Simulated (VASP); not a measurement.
Set up this calculation in VASP 6.6.1, as the native input.

```
Task                   : relaxation of cell and atoms
Functional             : r2SCAN
Potentials or basis    : VASP PAW PBE potentials, release 64 (Sc_sv)
Cutoff                 : 600 eV
k mesh                 : 6 × 6 × 6
Occupations            : gaussian, width 0.1 eV
Spin                   : no spin polarisation
Dipole correction      : no
Further INCAR settings : ALGO = Normal; EDIFF = 1e-06; IBRION = 2; EDIFFG = -0.04; NSW = 90; ISIF = 3
```

The system is Sc.

```
Sc
1.0
     2.01157    1.16138    3.73021
    -2.01157    1.16138    3.73021
     0.00000   -2.32276    3.73021
Sc
2
Direct
  0.22754 0.22754 0.22754
  0.77246 0.77246 0.77246
```

These files were run (other wordings do the same):

POSCAR

```
Sc
1.0
    2.0115675134      1.1613790454      3.7302107806
   -2.0115675134      1.1613790454      3.7302107806
    0.0000000000     -2.3227580907      3.7302107806
Sc
2
Direct
    0.2275400000      0.2275400000      0.2275400000
    0.7724600000      0.7724600000      0.7724600000
```

INCAR.step1

```
SYSTEM = Sc
ALGO     = Normal         ! electronic algorithm
EDIFF    = 1E-4           ! SCF threshold, eV
ENCUT    = 600            ! plane-wave cutoff, eV
GGA      = PE             ! functional
ISMEAR   = 0              ! smearing method
LASPH    = .True.         ! aspherical terms in the spheres
LCHARG   = .False.        ! write CHGCAR
LREAL    = .False.        ! projectors in reciprocal space
LWAVE    = .True.         ! write WAVECAR
NELM     = 100            ! most SCF steps
PREC     = Accurate       ! precision mode
SIGMA    = 0.1            ! smearing width, eV
```

INCAR.step2

```
SYSTEM = Sc
ALGO     = Normal         ! electronic algorithm
EDIFF    = 1E-6           ! SCF threshold, eV
EDIFFG   = -0.04          ! ionic threshold
ENCUT    = 600            ! plane-wave cutoff, eV
IBRION   = 2              ! ionic algorithm
ISIF     = 3              ! what is computed and relaxed
ISMEAR   = 0              ! smearing method
ISTART   = 1            
LASPH    = .True.         ! aspherical terms in the spheres
LCHARG   = .False.        ! write CHGCAR
LMIXTAU  = .True.       
LREAL    = .False.        ! projectors in reciprocal space
LWAVE    = .False.        ! write WAVECAR
METAGGA  = R2SCAN         ! meta-GGA
NELM     = 100            ! most SCF steps
NSW      = 90             ! ionic steps
PREC     = Accurate       ! precision mode
SIGMA    = 0.1            ! smearing width, eV
```

KPOINTS

```
k-points
0
Gamma
  6 6 6
  0 0 0
```

Potentials or basis: VASP PAW PBE potentials, release 64 (Sc_sv).

Run with:

```sh
$ cat potpaw_PBE.64/Sc_sv/POTCAR > POTCAR
$ cp INCAR.step1 INCAR
$ mpirun -np 1 vasp_std > vasp.out
$ cp INCAR.step2 INCAR
$ mpirun -np 1 vasp_std > vasp.out
```

Results of the run:

```
Relaxed volume                         : 25.16 Å³/atom
Relaxed cell                           : a = 5.689 Å, b = 5.689 Å, c = 5.689 Å, α = 33.64°, β = 33.64°, γ = 33.64°
Space group after relaxing (to 0.05 Å) : Fm-3m (No. 225)
Energy gained by relaxing              : 1069.5 meV/atom
Ionic steps                            : 30
Pressure after relaxing                : 0.0 GPa
Largest force after relaxing           : 0.019 eV/Å
Band gap on the k mesh                 : zero (band 11 reaches 4.49 eV, above the bottom of band 12 at 3.36 eV)
```

Caveat: the PAW data sets were made with another functional, which shifts forces and pressure a little.

Wall time 47 min on 1 thread of Intel(R) Xeon(R) Platinum 8259CL CPU @ 2.50GHz (Skylake/Cascade Lake), with other jobs on the host, peak memory 0.25 GiB.
